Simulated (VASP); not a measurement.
A run of VASP 6.6.1 is set up as follows.

The input INCAR:

```
PREC = Accurate
ENCUT = 520
EDIFF = 1E-6
ISMEAR = 0
SIGMA = 0.01
LREAL = F
LASPH = T
NELM = 60
ALGO = Normal
ISIF = 2
LWAVE = F
LCHARG = F
GGA = PE
NBANDS = 15
```

KPOINTS

```
Automatic mesh
0
Gamma
  6 6 6
```

POSCAR

```
BaS
1.0
    0.0000000000      3.1819550903      3.1819550903
    3.1819550903      0.0000000000      3.1819550903
    3.1819550903      3.1819550903      0.0000000000
Ba S
1 1
Direct
    0.0000000000      0.0000000000      0.0000000000
    0.5000000000      0.5000000000      0.5000000000
```

Potentials or basis: VASP PAW PBE potentials, release 64 (Ba_sv, S).

Run with:

```sh
$ cat potpaw_PBE.64/Ba_sv/POTCAR potpaw_PBE.64/S/POTCAR > POTCAR
$ mpirun -np 1 vasp_std > vasp.out
```

(1) What does it give for the pressure?

(2) Estimate the band gap on the k mesh.

## Answers

(1) 2.0 GPa.

(2) 2.09 eV, indirect (least direct gap 2.22 eV).

Caveat: spin-orbit coupling is left out, which moves the levels of the heavy elements.
